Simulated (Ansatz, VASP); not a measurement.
# One calculation of SnSe, two programs

The input POSCAR:

```
SnSe
1.0
    0.0000000000      3.3599283920      3.3599283920
    3.3599283920      0.0000000000      3.3599283920
    3.3599283920      3.3599283920      0.0000000000
Sn Se
1 1
Direct
    0.0000000000      0.0000000000      0.0000000000
    0.2500000000      0.2500000000      0.2500000000
```

Contents of INCAR.step1:

```
SYSTEM = SnSe
PREC = Accurate
ENCUT = 520
ISMEAR = -1
SIGMA = 0.1
LREAL = .FALSE.
LASPH = .TRUE.
NELM = 100
NBANDS = 17
GGA = PE
ALGO = Normal
EDIFF = 1E-4
LWAVE = .TRUE.
LCHARG = .FALSE.
```

Contents of INCAR.step2:

```
SYSTEM = SnSe
PREC = Accurate
ENCUT = 520
EDIFF = 1E-6
ISMEAR = -1
SIGMA = 0.1
LREAL = .FALSE.
LASPH = .TRUE.
NELM = 100
ALGO = Normal
ISIF = 2
LWAVE = .FALSE.
LCHARG = .TRUE.
METAGGA = R2SCAN
LMIXTAU = .TRUE.
LELF = .TRUE.
LVHAR = .TRUE.
NBANDS = 17
ISTART = 1
```

File KPOINTS:

```
regular mesh
0
G
  12 12 12
  0 0 0
```

Input for Ansatz:

```yaml
crystal:
  lattice:
    - [0.0, 3.359928392, 3.359928392]
    - [3.359928392, 0.0, 3.359928392]
    - [3.359928392, 3.359928392, 0.0]
  atoms:
    - { symbol: Sn, position: [0.0, 0.0, 0.0] }
    - { symbol: Se, position: [0.25, 0.25, 0.25] }
kpoints:
  mp_grid: { grid: [12, 12, 12] }
  band_path:
    path:
      - [0.0, 0.0, 0.0]
      - [-0.5, -0.5, 0.0]
      - [-0.375, -0.375, 0.25]
      - [-0.375, 0.0, 0.375]
      - [0.0, 0.0, 0.0]
      - [0.0, 0.0, 0.5]
      - [-0.5, -0.25, 0.25]
      - [-0.5, -0.5, 0.0]
    npoints: 8
scf:
  occupations: { method: fermi_dirac, width: 0.1 }
hamiltonian:
  xc: r2scan
  pseudopotentials: { kind: paw }
output:
  forces: true
  stress: true
  eigenvalues: true
  populations: true
  dos: { projected: true, de: 0.2, e_range: [-14, 8] }
```

Change from the starting cell: volume scaled by 1, PAW files.

Alike in both runs: task single point; functional r2SCAN; k mesh 12 × 12 × 12; occupations fermi-dirac, width 0.1 eV; no spin polarisation.

|  | VASP | Ansatz |
| --- | --- | --- |
| version | VASP 6.6.1 | Ansatz 0.2.0 |
| potentials or method | VASP PAW PBE potentials, release 64 (Sn_d, Se) | PAW with Ansatz's default frozen-core files, scalar-relativistic |
| plane-wave cutoff (eV) | 520 | 500 |
| valence electrons in the cell | 20 | 30 |

```csv
,VASP,Ansatz,Ansatz less VASP
pressure (GPa),0.0,0.0,0.00
```

VASP's potentials were made for PBE, not for r2SCAN. With one functional, cell and mesh, what is left measures potentials, basis and numerics. VASP's potentials hold 20 valence electrons a cell and Ansatz's 30, so a difference there can come from the potentials and not from the codes.
